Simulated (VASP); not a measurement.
# Se (P3_121) in VASP: a series of runs, part 2 of 3

VASP 6.6.1. The steps go on from the part before.

### 4 Single point, PBE+D3(BJ) (c/a of the conventional cell at fixed volume 1.3235)

INCAR reads:

```
SYSTEM = Se
ALGO = Normal
EDIFF = 1E-6
ENCUT = 520
GGA = PE
ISIF = 2
ISMEAR = 0
IVDW = 12
LASPH = .True.
LCHARG = .True.
LELF = .True.
LREAL = .False.
LVHAR = .True.
LWAVE = .False.
NBANDS = 16
NELM = 100
PREC = Accurate
SIGMA = 0.05
```

KPOINTS reads:

```
k-points
0
Gamma
  9 9 8
  0 0 0
```

POSCAR reads:

```
Se
1.0
    4.0025012891      0.0000000000      0.0000000000
   -2.0012506446      3.4662677951      0.0000000000
    0.0000000000      0.0000000000      5.2973104561
Se
3
Direct
    0.3087981154      0.0000000000      0.3333333333
    0.0000000000      0.3087981154      0.6666666667
    0.6912018846      0.6912018846      0.0000000000
```

Potentials or basis: VASP PAW PBE potentials, release 64 (Se).

Started as:

```
$ cat potpaw_PBE.64/Se/POTCAR > POTCAR
$ mpirun -np 1 vasp_std > vasp.out
```

OUTCAR:

```text
SYSTEM = Se
   EDIFF = 1E-6
   ENCUT = 520
   GGA = PE
   ISIF = 2
   ISMEAR = 0
   IVDW = 12
   LASPH = .True.
   LREAL = .False.
   NELM = 100
   PREC = Accurate
 IVDW          = 12

 ion  position               nearest neighbor table
   1  0.309  0.000  0.333-   3 2.78   2 2.78
   2  0.000  0.309  0.667-   3 2.78   1 2.78
   3  0.691  0.691  0.000-   1 2.78   2 2.78

  LATTYP: Found a hexagonal cell.
 ALAT       =     4.0025012891
 C/A-ratio  =     1.3235000000

  Lattice vectors:

 A1 = (   4.0025012891,   0.0000000000,   0.0000000000)
 A2 = (  -2.0012506446,   3.4662677951,   0.0000000000)
 A3 = (   0.0000000000,   0.0000000000,   5.2973104561)

Analysis of symmetry for initial positions (statically):
=====================================================================
 Subroutine PRICEL returns:
 Original cell was already a primitive cell.

 Routine SETGRP: Setting up the symmetry group for a
 hexagonal supercell.

 Subroutine GETGRP returns: Found  6 space group operations
 (whereof  2 operations were pure point group operations)
 out of a pool of 24 trial point group operations.

The static configuration has the point symmetry C_2 .
 The point group associated with its full space group is D_3 .

Analysis of symmetry for dynamics (positions and initial velocities):
=====================================================================
 Subroutine PRICEL returns:
 Original cell was already a primitive cell.

 Routine SETGRP: Setting up the symmetry group for a
 hexagonal supercell.

 Subroutine GETGRP returns: Found  6 space group operations
 (whereof  2 operations were pure point group operations)
 out of a pool of 24 trial point group operations.

The dynamic configuration has the point symmetry C_2 .
 The point group associated with its full space group is D_3 .

 Subroutine INISYM returns: Found  6 space group operations
 (whereof  2 operations are pure point group operations),
 and found     1 'primitive' translations

----------------------------------------------------------------------------------------

                                     Primitive cell

  volume of cell :      73.4935

  direct lattice vectors                    reciprocal lattice vectors
     4.002501289  0.000000000  0.000000000     0.249843767  0.144247366  0.000000000
    -2.001250645  3.466267795  0.000000000     0.000000000  0.288494732  0.000000000
     0.000000000  0.000000000  5.297310456     0.000000000  0.000000000  0.188775041

  length of vectors
     4.002501289  4.002501289  5.297310456     0.288494732  0.288494732  0.188775041

  position of ions in fractional coordinates (direct lattice)
     0.308798115  0.000000000  0.333333333
     0.000000000  0.308798115  0.666666667
     0.691201885  0.691201885  0.000000000

  ion indices of the primitive-cell ions
   primitive index   ion index
                 1           1
                 2           2
                 3           3

----------------------------------------------------------------------------------------

 KPOINTS: k-points

Automatic generation of k-mesh.
 Grid dimensions read from file:
 generate k-points for:    9    9    8

 Generating k-lattice:

  Cartesian coordinates                     Fractional coordinates (reciprocal lattice)
     0.027760419  0.016027485  0.000000000     0.111111111 -0.000000000  0.000000000
     0.000000000  0.032054970  0.000000000     0.000000000  0.111111111  0.000000000
     0.000000000  0.000000000  0.023596880     0.000000000  0.000000000  0.125000000

  Length of vectors
     0.032054970  0.032054970  0.023596880

  Shift w.r.t. Gamma in fractional coordinates (k-lattice)
     0.000000000  0.000000000  0.000000000

 Subroutine IBZKPT returns following result:
 ===========================================

 Found     81 irreducible k-points:

 Following reciprocal coordinates:
            Coordinates               Weight
  0.000000  0.000000  0.000000      1.000000
  0.111111  0.000000  0.000000      6.000000
  0.222222  0.000000  0.000000      6.000000
  0.333333  0.000000  0.000000      6.000000
  0.444444  0.000000  0.000000      6.000000
  0.111111  0.111111  0.000000      6.000000
[... 16 lines left out ...]
  0.222222  0.111111  0.125000     12.000000
 -0.111111  0.333333  0.125000     12.000000
 [... further k-points ...]
   k-points           NKPTS =     81   k-points in BZ     NKDIM =     81   number of bands    NBANDS=     16
   number of dos      NEDOS =    301   number of ions     NIONS =      3
   total plane-waves  NPLWV =  36000
   dimension x,y,z NGX =    30 NGY =   30 NGZ =   40
   dimension x,y,z NGXF=    60 NGYF=   60 NGZF=   80
   ions per type =               3
   NGX,Y,Z   is equivalent  to a cutoff of  12.46, 12.46, 12.55 a.u.
   NGXF,Y,Z  is equivalent  to a cutoff of  24.92, 24.92, 25.11 a.u.
 SYSTEM =  Se
   PREC   = accura    normal or accurate (medium, high low for compatibility)
   ISTART =      0    job   : 0-new  1-cont  2-samecut
   ICHARG =      2    charge: 1-file 2-atom 10-const
   ISPIN  =      1    spin polarized calculation?
   LNONCOLLINEAR =      F non collinear calculations
   LSORBIT =      F    spin-orbit coupling
   LASPH  =      T    aspherical Exc in radial PAW
   ENCUT  =  520.0 eV  38.22 Ry    6.18 a.u.   7.44  7.44  9.85*2*pi/ulx,y,z
   NELM   =    100;   NELMIN=  2; NELMDL= -5     # of ELM steps
   EDIFF  = 0.1E-05   stopping-criterion for ELM
   LREAL  =      F    real-space projection
   EDIFFG = 0.1E-04   stopping-criterion for IOM
   NSW    =      0    number of steps for IOM
   IBRION =     -1    ionic relax: 0-MD 1-quasi-New 2-CG
   NFREE  =      0    steps in history (QN), initial steepest desc. (CG)
   ISIF   =      2    stress and relaxation
   ISYM   =      2    0-nonsym 1-usesym 2-fastsym
   POTIM  = 0.5000    time-step for ionic-motion
   TEBEG  =    0.0;   TEEND  =   0.0 temperature during run
   PSTRESS=    0.0 pullay stress
   NELECT =      18.0000    total number of electrons
   NUPDOWN=      -1.0000    fix difference up-down
   EMIN   =  10.00;   EMAX   =-10.00  energy-range for DOS
   EFERMI =   0.00;   METHOD = LEGACY
   ISMEAR =     0;   SIGMA  =   0.05  broadening in eV -4-tet -1-fermi 0-gaus
   EFERMI_NEDOS =   21; number of points for ismear=-14 and -15
   IALGO  =     38    algorithm
   IMIX   =      4    mixing-type and parameters
     AMIX     =   0.40;   BMIX     =  1.00
     AMIX_MAG =   1.60;   BMIX_MAG =  1.00
  volume/ion in A,a.u.               =      24.50       165.32
  Fermi-wavevector in a.u.,A,eV,Ry     =   1.024274  1.935597 14.274368  1.049136
  Thomas-Fermi vector in A             =   2.158052
   LORBIT       =      0    0 simple, 1 ext, 2 COOP (PROOUT), +10 PAW based schemes
   GGA     = PE    functional components
   LHFCALC =     F    Hartree Fock is set to
   AEXX    =    0.0000 exact exchange contribution
   IVDW    =    12    specifies the selected vdW correction
   LEPSILON=     F    determine dielectric tensor
   LRPA    =     F    only Hartree local field effects (RPA)
 non-spin polarized calculation
 Gauss-broadening in eV      SIGMA  =   0.05
  energy-cutoff  :      520.00
  volume of cell :       73.49
 maximum number of plane-waves:      2005
 NGX is ok and might be reduce to    30
   NGX = 15   NGY = 15   NGZ = 19

 number of electron      17.9999999 magnetization

 Free energy of the ion-electron system (eV)
  ---------------------------------------------------
  ext. energy  EPLUGINS =         0.00000000
  ---------------------------------------------------
  free energy    TOTEN  =        -9.97179238 eV

  energy without entropy =       -9.97049982  energy(sigma->0) =       -9.97114610

 E-fermi :   3.7851     XC(G=0):  -9.5534

 val. band max:        3.7677727435   @ k =   0.0000   0.1111   0.2500
 cond. band min:       3.7999631741   @ k =   0.0000   0.0000   0.3750
 fundamental gap:      0.0321904306
 Fermi energy:         3.7851049339

 k-point     1 :       0.0000    0.0000    0.0000
  band No.  band energies     occupation
      1     -11.6312      2.00000
      2      -8.1743      2.00000
      3      -8.1743      2.00000
      4       0.9749      2.00000
      5       1.1181      2.00000
      6       1.1181      2.00000
[... 433 lines left out ...]
      3      -7.8404      2.00000
      4      -1.4446      2.00000
      5      -0.6443      2.00000
      6       0.1690      2.00000
[... 8 lines left out ...]
     15      13.1747      0.00000
     16      13.8761      0.00000

 [... further k-points ...]

------------------------ aborting loop because EDIFF is reached ----------------------------------------

 Edisp (eV)   -1.07029

 E8    (eV) :    -0.4422

  FORCE on cell =-STRESS in cart. coord.  units (eV):
  Direction    XX          YY          ZZ          XY          YZ          ZX
  --------------------------------------------------------------------------------------
  -------------------------------------------------------------------------------------
  Total      -2.85201    -2.85201    -3.55873     0.00000     0.00000     0.00000
  in kB     -62.17456   -62.17456   -77.58123     0.00000     0.00000     0.00000
  external pressure =      -67.31 kB  Pullay stress =        0.00 kB

 VOLUME and BASIS-vectors are now :
 -----------------------------------------------------------------------------
  energy-cutoff  :      520.00
  volume of cell :       73.49
      direct lattice vectors                 reciprocal lattice vectors
     4.002501289  0.000000000  0.000000000     0.249843767  0.144247366  0.000000000
    -2.001250645  3.466267795  0.000000000     0.000000000  0.288494732  0.000000000
     0.000000000  0.000000000  5.297310456     0.000000000  0.000000000  0.188775041

 POSITION                                       TOTAL-FORCE (eV/Angst)
 -----------------------------------------------------------------------------------
      1.23596      0.00000      1.76577        -0.586204     -0.000000      0.000000
     -0.61798      1.07038      3.53154         0.293102     -0.507668     -0.000000
      1.38327      2.39589      0.00000         0.293102      0.507668      0.000000
 -----------------------------------------------------------------------------------
    total drift:                                0.000000      0.000000      0.000000

  FREE ENERGIE OF THE ION-ELECTRON SYSTEM (eV)
  ---------------------------------------------------
  free  energy   TOTEN  =       -11.0420790862 eV

  energy  without entropy=      -11.0407865326  energy(sigma->0) =      -11.04143281
```

OSZICAR:

```text
N       E                     dE             d eps       ncg     rms          rms(c)
DAV:   1     0.793039620036E+02    0.79304E+02   -0.73611E+03  2592   0.950E+02
DAV:   2    -0.512577640938E+01   -0.84430E+02   -0.80494E+02  3488   0.154E+02
DAV:   3    -0.993853932549E+01   -0.48128E+01   -0.47922E+01  3096   0.413E+01
DAV:   4    -0.996975158234E+01   -0.31212E-01   -0.31205E-01  3624   0.393E+00
DAV:   5    -0.996993148505E+01   -0.17990E-03   -0.17990E-03  3200   0.294E-01    0.538E+00
DAV:   6    -0.996846827120E+01    0.14632E-02   -0.93176E-03  3576   0.613E-01    0.321E+00
DAV:   7    -0.997176087385E+01   -0.32926E-02   -0.18138E-02  3240   0.861E-01    0.126E-01
DAV:   8    -0.997173926801E+01    0.21606E-04   -0.15349E-03  3440   0.227E-01    0.510E-02
DAV:   9    -0.997178433630E+01   -0.45068E-04   -0.89072E-05  3528   0.591E-02    0.164E-02
DAV:  10    -0.997179060364E+01   -0.62673E-05   -0.67787E-06  3584   0.163E-02    0.408E-03
DAV:  11    -0.997179218006E+01   -0.15764E-05   -0.15030E-06  3136   0.767E-03    0.172E-03
DAV:  12    -0.997179237536E+01   -0.19530E-06   -0.23805E-07  2752   0.293E-03
   1 F= -.11042079E+02 E0= -.11041433E+02  d E =-.129255E-02
```

Run time: 36 s. Hardware: 1 thread of AMD EPYC 9R45 (Zen 5), shared host; peak memory 0.2 GiB.

Results:

- Free energy: -11.0421 eV
- Pressure: -6.7 GPa
- Largest force: 0.586 eV/Å
- Band gap on the k mesh: zero (band 9 reaches 3.87 eV, above the bottom of band 10 at 3.55 eV)
- Dispersion energy per atom: -0.357 eV

Forces on the atoms (eV/Å):
```
Se  -0.586  0.000  0.000
Se   0.293 -0.508  0.000
Se   0.293  0.508  0.000
```

Levels at points of the mesh, in eV from the Fermi level:
```
           k point  band 5  band 6  band 7  band 8  band 9  band 10  band 11  band 12  band 13  band 14
(0.00, 0.00, 0.00)   -2.67   -2.67   -2.14   -2.14   -1.75     1.11     1.11     1.53     6.77     6.77
(0.00, 0.00, 0.50)   -2.79   -2.79   -1.06   -0.80   -0.80    -0.24    -0.24    -0.15     5.53     6.54
```

Caveat: pairwise dispersion overbinds metals, which lowers pressure and volume.

(Part 2 of 3 ends here.)
